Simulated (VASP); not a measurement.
Runs of VASP 6.6.1 on V. The structure is that of space group P6/mmm (No. 191), or close to it. The cells are those of the table. This isn't the form of V at room conditions, which is bcc.

```csv
cell,k mesh,gap on the mesh (eV),pressure (GPa)
"a = 4.476, b = 4.476, c = 2.407 Å, angles 90.0, 90.0, 120.0°, 3 atoms",9 × 9 × 12,none,0.3
"a = 4.535, b = 4.535, c = 2.439 Å, angles 90.0, 90.0, 120.0°, 3 atoms",9 × 9 × 15,none,-5.9
"a = 4.476, b = 4.476, c = 2.407 Å, angles 90.0, 90.0, 120.0°, 3 atoms",11 × 11 × 17,none,0.2
"a = 4.592, b = 4.592, c = 2.470 Å, angles 90.0, 90.0, 120.0°, 3 atoms",9 × 9 × 15,none,(a)
"a = 4.353, b = 4.353, c = 2.341 Å, angles 90.0, 90.0, 120.0°, 3 atoms",9 × 9 × 15,none,16.6
"a = 4.648, b = 4.648, c = 2.500 Å, angles 90.0, 90.0, 120.0°, 3 atoms",9 × 9 × 15,none,(b)
"a = 4.476, b = 4.476, c = 2.407 Å, angles 90.0, 90.0, 120.0°, 3 atoms",9 × 9 × 15,none,0.2
"a = 4.416, b = 4.416, c = 2.375 Å, angles 90.0, 90.0, 120.0°, 3 atoms",9 × 9 × 15,none,7.6
"a = 4.289, b = 4.289, c = 2.307 Å, angles 90.0, 90.0, 120.0°, 3 atoms",9 × 9 × 15,none,27.7
```

Alike in all rows: task single point; level revPBE; potentials or basis VASP PAW PBE potentials, release 64 (V_sv); no spin polarisation; cutoff (eV) 520; smearing fermi-dirac 0.1 eV.

Q: Estimate the missing entries.

A: (a) -10.9; (b) -15.0.

Caveats: the PAW data sets were made with another functional, which shifts forces and pressure a little; the cell stands under tension (at least some runs); the cell stands under pressure (at least some runs).

A gap of «none» marks levels without a gap at the run's occupations.
